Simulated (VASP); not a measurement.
Input of a VASP 6.6.1 run:

File INCAR:

```
SYSTEM = SiO2
PREC = Accurate
ENCUT = 520
EDIFF = 1E-7
ISMEAR = 0
SIGMA = 0.05
LREAL = .False.
LASPH = .True.
NELM = 100
ALGO = Normal
ISIF = 2
LWAVE = .False.
LCHARG = .False.
GGA = PE
NBANDS = 25
```

Contents of KPOINTS:

```
Automatic mesh
0
Gamma
  6 6 8
  0 0 0
```

File POSCAR:

```
SiO2
1.0
    4.2358788266      0.0000000000      0.0000000000
    0.0000000000      4.4336943678      0.0000000000
    0.0000000000      0.0000000000      2.6897743046
Si O
2 4
Direct
    0.5000000000      0.5000000000      0.5000000000
    0.0000000000      0.0000000000      0.0000000000
    0.6743831010      0.7116424844      0.0000000000
    0.1743831010      0.7883575156      0.5000000000
    0.3256168990      0.2883575156      0.0000000000
    0.8256168990      0.2116424844      0.5000000000
```

Potentials or basis: VASP PAW PBE potentials, release 64 (Si, O).

Launch:

```sh
$ cat potpaw_PBE.64/Si/POTCAR potpaw_PBE.64/O/POTCAR > POTCAR
$ mpirun -np 1 vasp_std > vasp.out
```

Problem. Predict the band gap on the k mesh.

Solution. 4.23 eV.

Problem. Predict the pressure.

Solution. -11.9 GPa.

Problem. Estimate the largest force.

Solution. 0.874 eV/Å.

Forces on the atoms (eV/Å):
```
Si   0.000  0.000  0.000
Si   0.000  0.000  0.000
O   -0.086 -0.869  0.000
O   -0.086  0.869  0.000
O    0.086  0.869  0.000
O    0.086 -0.869  0.000
```

Caveat: the cell differs from its parent crystal (atoms displaced along a vibrational mode, the cell strained); the cell stands under tension. A k mesh can miss the band edges.
